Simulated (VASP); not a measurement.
Input of a VASP 6.6.1 run:

The input POSCAR:

```
TaN
1.0
    2.6004283734     -4.5040740642      0.0000000000
   -5.2008567468      0.0000000000      0.0000000000
    0.0000000000      0.0000000000     -5.8177085434
Ta N
6 6
Direct
    0.3333333333      0.6666666667      0.2500000000
    0.3333333333      0.6666666667      0.7500000000
    0.6666666667      0.3333333333      0.2500000000
    0.6666666667      0.3333333333      0.7500000000
    1.0000000000      1.0000000000      0.5000000000
    1.0000000000      1.0000000000      0.0000000000
    1.0000000000      0.6076496558      0.5000000000
    1.0000000000      0.6076496558      0.0000000000
    0.3923503442      0.3923503442      0.5000000000
    0.3923503442      0.3923503442      0.0000000000
    0.6076496558      1.0000000000      0.5000000000
    0.6076496558      1.0000000000      0.0000000000
```

File INCAR.step1:

```
SYSTEM = TaN
PREC = Accurate
ENCUT = 520
ISMEAR = 0
SIGMA = 0.1
LREAL = .FALSE.
LASPH = .TRUE.
NELM = 80
NBANDS = 60
GGA = PE
ALGO = Normal
EDIFF = 1E-4
LWAVE = .TRUE.
LCHARG = .FALSE.
```

The input INCAR.step2:

```
SYSTEM = TaN
PREC = Accurate
ENCUT = 520
EDIFF = 1E-6
ISMEAR = 0
SIGMA = 0.1
LREAL = .FALSE.
LASPH = .TRUE.
NELM = 80
ALGO = Normal
ISIF = 2
LWAVE = .FALSE.
LCHARG = .FALSE.
METAGGA = R2SCAN
LMIXTAU = .TRUE.
NBANDS = 60
ISTART = 1
```

File KPOINTS:

```
regular mesh
0
G
  6 6 6
  0 0 0
```

Potentials or basis: VASP PAW PBE potentials, release 64 (Ta_pv, N).

Run with:

```bash
$ cat potpaw_PBE.64/Ta_pv/POTCAR potpaw_PBE.64/N/POTCAR > POTCAR
$ cp INCAR.step1 INCAR
$ mpirun -np 1 vasp_std > vasp.out
$ cp INCAR.step2 INCAR
$ mpirun -np 1 vasp_std > vasp.out
```

**Question.** Estimate the band gap on the k mesh.

**Answer.** Zero (bands 48 and 49 overlap by 0.20 eV).

**Question.** Predict the pressure.

**Answer.** 1.6 GPa.

**Question.** What does it give for the largest force?

**Answer.** 0.010 eV/Å.

Stress tensor (GPa, compression positive):
```
1.64 0.00 0.00
0.00 1.64 0.00
0.00 0.00 1.45
```

Caveat: the PAW data sets were made with another functional, which shifts forces and pressure a little; spin-orbit coupling is left out, which moves the levels of the heavy elements.
